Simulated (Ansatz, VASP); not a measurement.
## One calculation of RbBr, two programs

```
CELL_PARAMETERS angstrom
0.05768 3.51851 3.51851
3.51851 0.05768 3.51851
3.51851 3.51851 0.05768
ATOMIC_POSITIONS crystal
Rb 0.00000 0.00000 0.00000
Br 0.50000 0.50000 0.50000
```

Change from the starting cell: shear_111 strain +2.5%.

Alike in both runs: task single point; functional PBE; k mesh 6 × 6 × 6; occupations fermi-dirac, width 0.02 eV; no spin polarisation.

|  | VASP | Ansatz |
| --- | --- | --- |
| version | VASP 6.6.1 | Ansatz 0.2.0 |
| potentials or method | VASP PAW PBE potentials, release 64 (Rb_sv, Br) | plane waves, PAW |
| plane-wave cutoff (eV) | 520 | 420 |
| valence electrons in the cell | 16 | 16 |

|  | VASP | Ansatz | Ansatz less VASP |
| --- | --- | --- | --- |
| gap on the k mesh at the Fermi level (eV) | 4.21 | 4.21 | +0.002 |
| pressure (GPa) | 0.2 | 0.2 | -0.02 |
| traceless stress, the component that is largest in VASP (GPa) | -0.07 | -0.07 | 0.000 |

With one functional, cell and mesh, what is left measures potentials, basis and numerics.
